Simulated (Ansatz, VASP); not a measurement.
**Ag: VASP beside Ansatz**

The input POSCAR:

```
Ag
1.0
    2.9434773635      0.0000000000      0.0000000000
   -1.4717386818      2.5491261723      0.0000000000
    0.0000000000      0.0000000000      4.6203776672
Ag
2
Direct
    0.3333333333      0.6666666667      0.2500000000
    0.6666666667      0.3333333333      0.7500000000
```

INCAR.step1

```
PREC     = Accurate       # precision mode
ENCUT    = 520            # plane-wave cutoff, eV
ISMEAR   = 0              # smearing method
SIGMA    = 0.15           # smearing width, eV
LREAL    = False          # projectors in reciprocal space
LASPH    = True           # aspherical terms in the spheres
NELM     = 80             # most SCF steps
NBANDS   = 18             # bands
GGA      = PE             # functional
ALGO     = Normal         # electronic algorithm
EDIFF    = 1E-4           # SCF threshold, eV
LWAVE    = True           # write WAVECAR
LCHARG   = False          # write CHGCAR
```

The input INCAR.step2:

```
PREC     = Accurate       # precision mode
ENCUT    = 520            # plane-wave cutoff, eV
EDIFF    = 1E-6           # SCF threshold, eV
ISMEAR   = 0              # smearing method
SIGMA    = 0.15           # smearing width, eV
LREAL    = False          # projectors in reciprocal space
LASPH    = True           # aspherical terms in the spheres
NELM     = 80             # most SCF steps
ALGO     = Normal         # electronic algorithm
ISIF     = 2              # what is computed and relaxed
LWAVE    = False          # write WAVECAR
LCHARG   = False          # write CHGCAR
METAGGA  = R2SCAN         # meta-GGA
LMIXTAU  = True         
NBANDS   = 18             # bands
ISTART   = 1
```

KPOINTS

```
Automatic mesh
0
Gamma
  24 24 14
```

Input for Ansatz:

```yaml
crystal:
  lattice:
    - [2.9434773635, 0.0, 0.0]
    - [-1.4717386818, 2.5491261723, 0.0]
    - [0.0, 0.0, 4.6203776672]
  atoms:
    - { symbol: Ag, position: [0.3333333333, 0.6666666667, 0.25] }
    - { symbol: Ag, position: [0.6666666667, 0.3333333333, 0.75] }
basis:
  ecutwfc: 500
kpoints:
  mp_grid: { grid: [24, 24, 14] }
hamiltonian:
  xc: r2scan
scf:
  occupations: { method: gaussian, width: 0.15 }
output:
  forces: true
  stress: true
  eigenvalues: true
```

Alike in both runs: task single point; functional r2SCAN; k mesh 24 × 24 × 14; occupations gaussian, width 0.15 eV; no spin polarisation.

|  | VASP | Ansatz |
| --- | --- | --- |
| version | VASP 6.6.1 | Ansatz 0.2.0 |
| potentials or method | VASP PAW PBE potentials, release 64 (Ag), cutoff 520 eV | scalar-relativistic, plane waves, PAW |
| valence electrons in the cell | 22 | 38 |

VASP gave:

| Property | Result |
| --- | --- |
| gap on the k mesh at the Fermi level (eV) | none |
| pressure (GPa) | 0.3 |
| traceless stress, the component that is largest in VASP (GPa) | 2.85 |

Problem. Which values does Ansatz return?

Solution. gap on the k mesh at the Fermi level (eV): none; pressure (GPa): 0.1; traceless stress, the component that is largest in VASP (GPa): 2.80.

VASP's potentials were made for PBE, not for r2SCAN. A gap of «none» marks a metal or a gap that the smearing closes. VASP's potentials hold 22 valence electrons a cell and Ansatz's 38, so a difference there can come from the potentials and not from the codes.
